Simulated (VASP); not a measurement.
Write the native input for VASP 6.6.1 that does the following.

```
Task                   : single point
Functional             : r2SCAN
Potentials or basis    : VASP PAW PBE potentials, release 64 (Ga_d, Sb)
Cutoff                 : 520 eV
k mesh                 : 10 × 10 × 10
Occupations            : gaussian, width 0.05 eV
Spin                   : no spin polarisation
Dipole correction      : no
Further INCAR settings : ALGO = Normal; EDIFF = 1e-07; NBANDS = 16
```

The system is GaSb.

```xyz
2
Lattice="0.0000 3.0590 3.0590 2.8755 0.0000 3.0590 2.8755 3.0590 0.0000" Properties=species:S:1:pos:R:3 pbc="T T T"
Ga    0.0000    0.0000    0.0000
Sb    4.3132    4.5885    4.5885
```

This cell differs from its parent crystal: strain -0.0600 x Voigt [1, 0, 0, 0, 0, 0].

One way to write it, as run:

POSCAR

```
GaSb
1.0
    0.0000000000      3.0590000000      3.0590000000
    2.8754600000      0.0000000000      3.0590000000
    2.8754600000      3.0590000000      0.0000000000
Ga Sb
1 1
Direct
    0.0000000000      0.0000000000      0.0000000000
    0.7500000000      0.7500000000      0.7500000000
```

INCAR.step1

```
ALGO     = Normal         # electronic algorithm
EDIFF    = 1E-4           # SCF threshold, eV
ENCUT    = 520            # plane-wave cutoff, eV
GGA      = PE             # functional
ISMEAR   = 0              # smearing method
LASPH    = T              # aspherical terms in the spheres
LCHARG   = F              # write CHGCAR
LREAL    = F              # projectors in reciprocal space
LWAVE    = T              # write WAVECAR
NBANDS   = 16             # bands
NELM     = 80             # most SCF steps
PREC     = Accurate       # precision mode
SIGMA    = 0.05           # smearing width, eV
```

INCAR.step2

```
ALGO     = Normal         # electronic algorithm
EDIFF    = 1E-7           # SCF threshold, eV
ENCUT    = 520            # plane-wave cutoff, eV
ISIF     = 2              # what is computed and relaxed
ISMEAR   = 0              # smearing method
ISTART   = 1            
LASPH    = T              # aspherical terms in the spheres
LCHARG   = F              # write CHGCAR
LMIXTAU  = T            
LREAL    = F              # projectors in reciprocal space
LWAVE    = F              # write WAVECAR
METAGGA  = R2SCAN         # meta-GGA
NBANDS   = 16             # bands
NELM     = 80             # most SCF steps
PREC     = Accurate       # precision mode
SIGMA    = 0.05           # smearing width, eV
```

KPOINTS

```
k-points
0
Gamma
  10 10 10
```

Potentials or basis: VASP PAW PBE potentials, release 64 (Ga_d, Sb).

The run is started by

```bash
$ cat potpaw_PBE.64/Ga_d/POTCAR potpaw_PBE.64/Sb/POTCAR > POTCAR
$ cp INCAR.step1 INCAR
$ mpirun -np 1 vasp_std > vasp.out
$ cp INCAR.step2 INCAR
$ mpirun -np 1 vasp_std > vasp.out
```

Results of the run:

| Quantity | Value |
| --- | --- |
| Pressure | 4.4 GPa |
| Band gap on the k mesh | 0.38 eV (least direct gap 0.66 eV) |

Caveat: the cell differs from its parent crystal (strain -0.0600 x Voigt [1, 0, 0, 0, 0, 0]); the cell stands under pressure; the PAW data sets were made with another functional, which shifts forces and pressure a little; spin-orbit coupling is left out, which moves the levels of the heavy elements.

It took 4.8 min on 1 thread of Intel Xeon 8259CL, with other jobs on the host, peak memory 0.25 GiB.
